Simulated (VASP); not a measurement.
Input of a VASP 6.6.1 run:

File INCAR:

```
SYSTEM = Ni
PREC     = Accurate       ! precision mode
ENCUT    = 520            ! plane-wave cutoff, eV
EDIFF    = 1E-7           ! SCF threshold, eV
ISMEAR   = -1             ! smearing method
SIGMA    = 0.15           ! smearing width, eV
LREAL    = .False.        ! projectors in reciprocal space
LASPH    = .True.         ! aspherical terms in the spheres
NELM     = 150            ! most SCF steps
ALGO     = Normal         ! electronic algorithm
ISIF     = 2              ! what is computed and relaxed
LWAVE    = .False.        ! write WAVECAR
LCHARG   = .True.         ! write CHGCAR
ISPIN    = 2              ! spin polarisation
MAGMOM   = 2 2            ! initial moments
LORBIT   = 11             ! projections on sites
LMAXMIX  = 4              ! l up to which the mixer works
GGA      = PS             ! functional
LELF     = .True.         ! ELF
LVHAR    = .True.       
NBANDS   = 21             ! bands
```

Contents of KPOINTS:

```
Automatic mesh
0
Gamma
  15 15 8
  0 0 0
```

The input POSCAR:

```
Ni
1.0
    2.4480229000      0.0000000000      0.0000000000
   -1.2240114500      2.1200500200      0.0000000000
    0.0000000000      0.0000000000      4.0728075700
Ni
2
Direct
    0.3333333333      0.6666666667      0.2500000000
    0.6666666667      0.3333333333      0.7500000000
```

Potentials or basis: VASP PAW PBE potentials, release 64 (Ni).

Command:

```bash
$ cat potpaw_PBE.64/Ni/POTCAR > POTCAR
$ mpirun -np 1 vasp_std > vasp.out
```

(1) Estimate the net moment.

(2) Predict the site moments.

(3) What does it give for the pressure?

Results:

(1) 1.16 μB per cell.

(2) Ni +0.58 μB.

(3) -2.5 GPa.

Caveat: the PAW data sets were made with another functional, which shifts forces and pressure a little.
